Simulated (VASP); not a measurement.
Wanted: the native input for a VASP 6.6.1 run.

```yaml
Task: single point
Functional: PBE
Dispersion: D3(BJ)
Potentials_or_basis: VASP PAW PBE potentials, release 64 (O, H, Cl)
Cutoff: 520 eV
k_mesh: 1 × 1 × 1
Occupations: fermi-dirac, width 0.02 eV
Spin: no spin polarisation
Dipole_correction: no
Further_INCAR_settings: LREAL = Auto; ALGO = Normal; EDIFF = 1e-07; NBANDS = 66
```

The structure of H21ClO10 lies in POSCAR:

```
H21ClO10
1.0
    7.0540040000      0.0000000000      0.0000000000
    0.0000000000      7.0540040000      0.0000000000
    0.0000000000      0.0000000000      7.0540040000
O H Cl
10 21 1
Direct
    0.6686273498      0.1440600261      0.9962852303
    0.2238019712      0.8777993321      0.1046356084
    0.1989791897      0.5150124667      0.4140485319
    0.0371420260      0.2008646437      0.9362767586
    0.8198747832      0.7649697959      0.2201302976
    0.9173513369      0.5902038048      0.7772323350
    0.5599231302      0.6903455116      0.6542241825
    0.5279412941      0.4204137111      0.2076125843
    0.3904449161      1.0044508055      0.6692936381
    0.6013322363      0.2103486190      0.5021686974
    0.6144595325      0.1812162284      0.8679184191
    0.8052731470      0.1547348144      0.9725682038
    0.1154379839      0.8011336540      0.1402182363
    0.2388572504      0.8515730924     -0.0306917887
    0.1024524511      0.5026365168      0.3160191006
    0.2957043971      0.4254179612      0.3619646374
    0.0499149136      0.1715337842      0.8036570436
    0.1331584161      0.1213069910      0.9973059272
    0.8457891433      0.8567191059      0.3282816398
    0.7536570719      0.8518707957      0.1182874294
    0.9969656949      0.6480007667      0.6717603222
    1.0039121044      0.4904448594      0.8142609502
    0.6922309656      0.6394949592      0.6683012938
    0.4804788883      0.6380489719      0.5480008234
    0.5903597446      0.5409977085      0.1731782403
    0.5989222575      0.3292456313      0.1217606341
    0.2803655909      0.9778418045      0.5881482347
    0.4333141858      0.8721429701      0.7038130401
    0.5664442493      0.3099090956      0.4037281521
    0.4927414274      0.1286928672      0.5826052835
    0.7392964336      0.1782675485      0.4989081378
    0.9665857859      0.0473489950      0.5476038857
```

The input as run:

INCAR

```
PREC = Accurate ; ENCUT = 520
EDIFF = 1E-7 ; ISMEAR = -1
SIGMA = 0.02 ; LREAL = Auto
LASPH = True ; NELM = 60
ALGO = Normal ; ISIF = 2
LWAVE = False ; LCHARG = True
GGA = PE ; IVDW = 12
LELF = True ; LVHAR = True
NBANDS = 66
```

KPOINTS

```
Automatic mesh
0
Gamma
  1 1 1
```

Potentials or basis: VASP PAW PBE potentials, release 64 (O, H, Cl).

Command:

```sh
$ cat potpaw_PBE.64/O/POTCAR potpaw_PBE.64/H/POTCAR potpaw_PBE.64/Cl/POTCAR > POTCAR
$ mpirun -np 1 vasp_gam > vasp.out
```

Results of the run:

| Item | Value |
| --- | --- |
| Pressure | -1.2 GPa |
| Largest force | 2.662 eV/Å |
| Band gap on the k mesh | 4.22 eV |
| Dispersion energy per atom | -0.035 eV |

Caveat: the k points lie up to 0.89 Å⁻¹ apart.

It took 43 s on 1 thread of Intel(R) Xeon(R) Platinum 8488C (Sapphire Rapids), on a shared host, peak memory 0.37 GiB.
